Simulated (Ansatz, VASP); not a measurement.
# SnPb5Se6 in VASP and in Ansatz

INCAR

```
PREC = Accurate
ENCUT = 520
EDIFF = 1E-7
ISMEAR = 0
SIGMA = 0.1
LREAL = F
LASPH = T
NELM = 80
ALGO = Normal
ISIF = 2
LWAVE = F
LCHARG = F
GGA = PE
NBANDS = 72
```

KPOINTS

```
Automatic mesh
0
Gamma
  6 6 1
```

Contents of POSCAR:

```
SnPb5Se6
1.0
    4.3806087000      0.0000000000      0.0000000000
   -2.1903043000      3.7937184000      0.0000000000
    0.0000000000      0.0000000000     21.4533616000
Sn Pb Se
1 5 6
Direct
    0.0000000000      0.0000000000      0.5000000000
    0.0000000000      0.0000000000      0.0000000000
    0.3333333000      0.6666667000      0.8319690000
    0.6666667000      0.3333333000      0.6639660000
    0.3333333000      0.6666667000      0.3360340000
    0.6666667000      0.3333333000      0.1680310000
    0.6666667000      0.3333333000      0.9159790000
    0.0000000000      0.0000000000      0.7479500000
    0.3333333000      0.6666667000      0.5794590000
    0.6666667000      0.3333333000      0.4205410000
    0.0000000000      0.0000000000      0.2520500000
    0.3333333000      0.6666667000      0.0840210000
```

Input for Ansatz:

```yaml
crystal:
  lattice:
    - [4.3806087, 0.0, 0.0]
    - [-2.1903043, 3.7937184, 0.0]
    - [0.0, 0.0, 21.4533616]
  atoms:
    - { symbol: Sn, position: [0.0, 0.0, 0.5] }
    - { symbol: Pb, position: [0.0, 0.0, 0.0] }
    - { symbol: Pb, position: [0.3333333, 0.6666667, 0.831969] }
    - { symbol: Pb, position: [0.6666667, 0.3333333, 0.663966] }
    - { symbol: Pb, position: [0.3333333, 0.6666667, 0.336034] }
    - { symbol: Pb, position: [0.6666667, 0.3333333, 0.168031] }
    - { symbol: Se, position: [0.6666667, 0.3333333, 0.915979] }
    - { symbol: Se, position: [0.0, 0.0, 0.74795] }
    - { symbol: Se, position: [0.3333333, 0.6666667, 0.579459] }
    - { symbol: Se, position: [0.6666667, 0.3333333, 0.420541] }
    - { symbol: Se, position: [0.0, 0.0, 0.25205] }
    - { symbol: Se, position: [0.3333333, 0.6666667, 0.084021] }
basis:
  ecutwfc: 420
kpoints:
  mp_grid: { grid: [6, 6, 1] }
hamiltonian:
  xc: pbe
scf:
  occupations: { method: gaussian, width: 0.1 }
  lower_state_search: "off"
output:
  forces: true
  stress: true
  eigenvalues: true
```

Alike in both runs: task single point; functional PBE; k mesh 6 × 6 × 1; occupations gaussian, width 0.1 eV; no spin polarisation.

|  | VASP | Ansatz |
| --- | --- | --- |
| version | VASP 6.6.1 | Ansatz 0.2.0 |
| potentials or method | VASP PAW PBE potentials, release 64 (Sn_d, Pb_d, Se), cutoff 520 eV | scalar-relativistic, plane waves, PAW |
| valence electrons in the cell | 120 | 180 |

Ansatz gave:

```
gap on the k mesh at the Fermi level (eV) : 0.26
least direct gap on the mesh (eV)         : 0.26
pressure (GPa)                            : 0.0
rms of the force components (eV/Å)        : 0.005
```

Estimate VASP's values.

gap on the k mesh at the Fermi level (eV): 0.26; least direct gap on the mesh (eV): 0.27; pressure (GPa): 0.0; rms of the force components (eV/Å): 0.005.

Atom by atom the forces differ by 0.000 eV/Å (rms over components). VASP's potentials hold 120 valence electrons a cell and Ansatz's 180, so a difference there can come from the potentials and not from the codes.

Spin-orbit coupling is off throughout.
